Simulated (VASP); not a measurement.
A run of VASP 6.6.1 is set up as follows.

The input INCAR:

```
PREC = Accurate ; ENCUT = 520
EDIFF = 1E-7 ; ISMEAR = -1
SIGMA = 0.05 ; LREAL = F
LASPH = T ; NELM = 80
ALGO = Normal ; ISIF = 2
LWAVE = F ; LCHARG = F
GGA = PE ; NBANDS = 12
```

KPOINTS

```
regular mesh
0
Gamma
  12 12 12
```

File POSCAR:

```
Zn
1.0
    0.0000000000      1.9777881408      1.9777881408
    1.9777881408      0.0000000000      1.9777881408
    1.9777881408      1.9777881408      0.0000000000
Zn
1
Direct
    0.0000000000      0.0000000000      0.0000000000
```

Potentials or basis: VASP PAW PBE potentials, release 64 (Zn).

The run is started by

```console
$ cat potpaw_PBE.64/Zn/POTCAR > POTCAR
$ mpirun -np 1 vasp_std > vasp.out
```

(1) Predict the band gap on the k mesh.

(2) What does it give for the pressure?

Answers

(1) zero (band 6 reaches 5.18 eV, above the bottom of band 7 at 1.53 eV).

(2) -1.1 GPa.
